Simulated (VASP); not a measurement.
# SiS3 (Cmmm) in VASP: density of states with PBE

Aim: the density of states of SiS3 with PBE.

Everything below comes from runs of VASP 6.6.1. Logs are shortened: lines on timing, memory, paths and dates and some standing lists are left out, and cuts for length are marked.

## (1) The cell of the first run

It takes space group Cmmm (No. 65, orthorhombic). Conventional cell: a = 4.820 Å, b = 11.436 Å, c = 2.478 Å, α = 90.00°, β = 90.00°, γ = 90.00°. Within 3.2 Å of Si (site symmetry mmm) lie 4 S at 2.41 to 2.55 Å and 2 Si at 2.48 Å. Within 3.2 Å of S (site symmetry mmm) lie 2 Si at 2.41 Å and 4 S at 2.48 to 3.17 Å. S (site symmetry m2m) has 5 S at 2.48 to 3.17 Å and 1 Si at 2.55 Å within 3.3 Å.

## (2) Density of states, PBE

POSCAR reads:

```
SiS3
1.0
    2.4100595143     -5.7178123097      0.0000000000
    2.4100595143      5.7178123097      0.0000000000
    0.0000000000      0.0000000000      2.4778326125
Si S
1 3
Direct
    0.5000000000      0.5000000000      0.0000000000
    0.0000000000      0.0000000000      0.0000000000
    0.2769939284      0.7230060716      0.0000000000
    0.7230060716      0.2769939284      0.0000000000
```

INCAR.step1 reads:

```
SYSTEM = SiS3
PREC = Accurate ; ENCUT = 520
EDIFF = 1E-6 ; ISMEAR = 0
SIGMA = 0.1 ; LREAL = .False.
LASPH = .True. ; NELM = 60
ALGO = Normal ; ISIF = 2
LWAVE = .False. ; LCHARG = .True.
GGA = PE ; NBANDS = 19
```

KPOINTS.step1 reads:

```
regular mesh
0
Gamma
  10 10 18
  0 0 0
```

INCAR.step2 reads:

```
SYSTEM = SiS3
PREC = Accurate ; ENCUT = 520
EDIFF = 1E-6 ; ISMEAR = -5
SIGMA = 0.1 ; LREAL = .False.
LASPH = .True. ; NELM = 60
ALGO = Normal ; ISIF = 2
LWAVE = .False. ; LCHARG = .False.
GGA = PE ; LORBIT = 10
NBANDS = 19 ; NEDOS = 2001
ICHARG = 11
```

KPOINTS.step2 reads:

```
regular mesh
0
Gamma
  15 15 27
  0 0 0
```

Potentials or basis: VASP PAW PBE potentials, release 64 (Si, S).

Started as:

```sh
cat potpaw_PBE.64/Si/POTCAR potpaw_PBE.64/S/POTCAR > POTCAR
cp INCAR.step1 INCAR
cp KPOINTS.step1 KPOINTS
mpirun -np 1 vasp_std > vasp.out
cp INCAR.step2 INCAR
cp KPOINTS.step2 KPOINTS
mpirun -np 1 vasp_std > vasp.out
```

OUTCAR:

```text
SYSTEM = SiS3
   PREC = Accurate
   ENCUT = 520
   EDIFF = 1E-6
   ISMEAR = -5
   LREAL = .False.
   LASPH = .True.
   NELM = 60
   ISIF = 2
   GGA = PE
   LORBIT = 10
   ICHARG = 11

 ion  position               nearest neighbor table
   1  0.500  0.500  0.000-   2 2.41   2 2.41   4 2.55   3 2.55
   2  0.000  0.000  0.000-   1 2.41   1 2.41
   3  0.277  0.723  0.000-   4 2.49   4 2.49   1 2.55
   4  0.723  0.277  0.000-   3 2.49   3 2.49   1 2.55

  LATTYP: Found a base centered orthorhombic cell.
 ALAT       =     4.8201190286
 B/A-ratio  =     2.3724776404
 C/A-ratio  =     0.5140604615

  Lattice vectors:

 A1 = (   2.4100595143,  -5.7178123097,   0.0000000000)
 A2 = (   2.4100595143,   5.7178123097,   0.0000000000)
 A3 = (   0.0000000000,   0.0000000000,   2.4778326125)

Analysis of symmetry for initial positions (statically):
=====================================================================
 Subroutine PRICEL returns:
 Original cell was already a primitive cell.

 Routine SETGRP: Setting up the symmetry group for a
 base centered orthorhombic supercell.

 Subroutine GETGRP returns: Found  8 space group operations
 (whereof  8 operations were pure point group operations)
 out of a pool of  8 trial point group operations.

The static configuration has the point symmetry D_2h.

Analysis of symmetry for dynamics (positions and initial velocities):
=====================================================================
 Subroutine PRICEL returns:
 Original cell was already a primitive cell.

 Routine SETGRP: Setting up the symmetry group for a
 base centered orthorhombic supercell.

 Subroutine GETGRP returns: Found  8 space group operations
 (whereof  8 operations were pure point group operations)
 out of a pool of  8 trial point group operations.

The dynamic configuration has the point symmetry D_2h.

 Subroutine INISYM returns: Found  8 space group operations
 (whereof  8 operations are pure point group operations),
 and found     1 'primitive' translations

----------------------------------------------------------------------------------------

                                     Primitive cell

  volume of cell :      68.2904

  direct lattice vectors                    reciprocal lattice vectors
     2.410059514 -5.717812310  0.000000000     0.207463756 -0.087446032  0.000000000
     2.410059514  5.717812310  0.000000000     0.207463756  0.087446032  0.000000000
     0.000000000  0.000000000  2.477832612     0.000000000  0.000000000  0.403578513
[... 94 lines left out ...]
   IBRION =     -1    ionic relax: 0-MD 1-quasi-New 2-CG
   NFREE  =      0    steps in history (QN), initial steepest desc. (CG)
   ISIF   =      2    stress and relaxation
   ISYM   =      2    0-nonsym 1-usesym 2-fastsym
   POTIM  = 0.5000    time-step for ionic-motion
   TEBEG  =    0.0;   TEEND  =   0.0 temperature during run
   PSTRESS=    0.0 pullay stress
   NELECT =      22.0000    total number of electrons
   NUPDOWN=      -1.0000    fix difference up-down
   EMIN   =  10.00;   EMAX   =-10.00  energy-range for DOS
   EFERMI =   0.00;   METHOD = LEGACY
   ISMEAR =    -5;   SIGMA  =   0.10  broadening in eV -4-tet -1-fermi 0-gaus
   EFERMI_NEDOS =   21; number of points for ismear=-14 and -15
   IALGO  =     38    algorithm
   IMIX   =      4    mixing-type and parameters
     AMIX     =   0.40;   BMIX     =  1.00
     AMIX_MAG =   1.60;   BMIX_MAG =  1.00
  volume/ion in A,a.u.               =      17.07       115.21
  Fermi-wavevector in a.u.,A,eV,Ry     =   1.122266  2.120775 17.136282  1.259481
  Thomas-Fermi vector in A             =   2.258925
   LORBIT       =     10    0 simple, 1 ext, 2 COOP (PROOUT), +10 PAW based schemes
   GGA     = PE    functional components
   LHFCALC =     F    Hartree Fock is set to
   AEXX    =    0.0000 exact exchange contribution
   IVDW    =     0    specifies the selected vdW correction
   LEPSILON=     F    determine dielectric tensor
   LRPA    =     F    only Hartree local field effects (RPA)
 non-spin polarized calculation
 Fermi weights with tetrahedron method with Bloechl corrections
  energy-cutoff  :      520.00
  volume of cell :       68.29
 maximum number of plane-waves:      1862

 number of electron      21.9999997 magnetization

 Free energy of the ion-electron system (eV)
  ---------------------------------------------------
  ext. energy  EPLUGINS =         0.00000000
  ---------------------------------------------------
  free energy    TOTEN  =       -16.81584139 eV

  energy without entropy =      -16.81584139  energy(sigma->0) =      -16.81584139

 E-fermi :   7.1043     XC(G=0): -10.4576

 val. band max:        7.1205741013   @ k =   0.4000   0.2667   0.1852
 cond. band min:       7.0576651772   @ k =   0.4667   0.1333   0.2222
 fundamental gap:     -0.0629089241
 Fermi energy:         7.1043052566

 k-point     1 :       0.0000    0.0000    0.0000
  band No.  band energies     occupation
      1      -9.5273      2.00000
      2      -7.5590      2.00000
      3      -6.1213      2.00000
      4      -1.4229      2.00000
      5      -0.3433      2.00000
      6       0.2553      2.00000
[... 505 lines left out ...]
      6       2.6794      2.00000
[... 11 lines left out ...]
     18      15.4024      0.00000
     19      16.6606      0.00000

 [... further k-points ...]
[... 5 lines left out ...]
  --------------------------------------------------------------------------------------
  -------------------------------------------------------------------------------------
  Total       -0.3219666      0.0757618      0.0121355      0.0000000      0.0000000      0.0000000
  in kB       -7.5537345      1.7774664      0.2847149      0.0000000      0.0000000      0.0000000
  external PRESSURE =      -1.8305178 kB  Pullay stress =       0.0000000 kB

 VOLUME and BASIS-vectors are now :
 -----------------------------------------------------------------------------
  energy-cutoff  :      520.00
  volume of cell :       68.29
      direct lattice vectors                 reciprocal lattice vectors
     2.410059514 -5.717812310  0.000000000     0.207463756 -0.087446032  0.000000000
     2.410059514  5.717812310  0.000000000     0.207463756  0.087446032  0.000000000
     0.000000000  0.000000000  2.477832612     0.000000000  0.000000000  0.403578513

 POSITION                                       TOTAL-FORCE (eV/Angst)
 -----------------------------------------------------------------------------------
      2.41006      0.00000      0.00000         0.000000      0.000000      0.000000
      0.00000      0.00000      0.00000         0.000000      0.000000      0.000000
      2.41006      2.55021      0.00000         0.000000      0.024837      0.000000
      2.41006     -2.55021      0.00000         0.000000     -0.024837      0.000000
 -----------------------------------------------------------------------------------
    total drift:                               -0.000000      0.000000     -0.000000

  FREE ENERGIE OF THE ION-ELECTRON SYSTEM (eV)
  ---------------------------------------------------
  free  energy   TOTEN  =       -16.8158413896 eV

  energy  without entropy=      -16.8158413896  energy(sigma->0) =      -16.81584139

 total charge

# of ion       s       p       d       tot
------------------------------------------
    1        0.786   0.717   0.000   1.504
    2        1.372   2.273   0.000   3.645
    3        1.418   2.124   0.000   3.542
    4        1.418   2.124   0.000   3.542
--------------------------------------------------
tot          4.994   7.238   0.000  12.232
```

OSZICAR.step1:

```text
N       E                     dE             d eps       ncg     rms          rms(c)
DAV:   1     0.782015129598E+02    0.78202E+02   -0.96266E+03 11780   0.100E+03
DAV:   2    -0.119027501494E+02   -0.90104E+02   -0.86977E+02 16011   0.167E+02
DAV:   3    -0.169377833039E+02   -0.50350E+01   -0.49688E+01 15020   0.391E+01
DAV:   4    -0.169931768121E+02   -0.55394E-01   -0.55326E-01 15163   0.490E+00
DAV:   5    -0.169938954966E+02   -0.71868E-03   -0.71859E-03 14857   0.547E-01    0.161E+01
DAV:   6    -0.168501119974E+02    0.14378E+00   -0.44762E-01 16941   0.362E+00    0.998E+00
DAV:   7    -0.168359844765E+02    0.14128E-01   -0.13066E-01 13949   0.207E+00    0.176E+00
DAV:   8    -0.168375596551E+02   -0.15752E-02   -0.12807E-02 14760   0.671E-01    0.294E-01
DAV:   9    -0.168372529185E+02    0.30674E-03   -0.10767E-03 14860   0.190E-01    0.162E-01
DAV:  10    -0.168372939359E+02   -0.41017E-04   -0.43548E-04 13602   0.118E-01    0.238E-02
DAV:  11    -0.168372896631E+02    0.42728E-05   -0.41008E-05 14046   0.380E-02    0.130E-02
DAV:  12    -0.168372941479E+02   -0.44848E-05   -0.65625E-06 13230   0.162E-02    0.462E-03
DAV:  13    -0.168372942033E+02   -0.55471E-07   -0.56377E-07  8804   0.454E-03
   1 F= -.16837294E+02 E0= -.16834475E+02  d E =-.563802E-02
```

Wall time 5.5 min (1 thread of Intel Xeon Platinum 8559C (Emerald Rapids), shared host); peak memory 0.89 GiB.

Results:

- Valence electrons inside the program's atomic spheres: Si 1.50; S 3.65, 3.54

Levels at points of the mesh, in eV from the Fermi level:
| k point | band 8 | band 9 | band 10 | band 11 | band 12 | band 13 | band 14 | band 15 |
| --- | --- | --- | --- | --- | --- | --- | --- | --- |
| (0.00, 0.00, 0.00) | -1.80 | -1.60 | 1.33 | 2.29 | 2.97 | 4.24 | 4.75 | 5.13 |

Caveat: tetrahedron occupations give inexact forces and stress in metals.
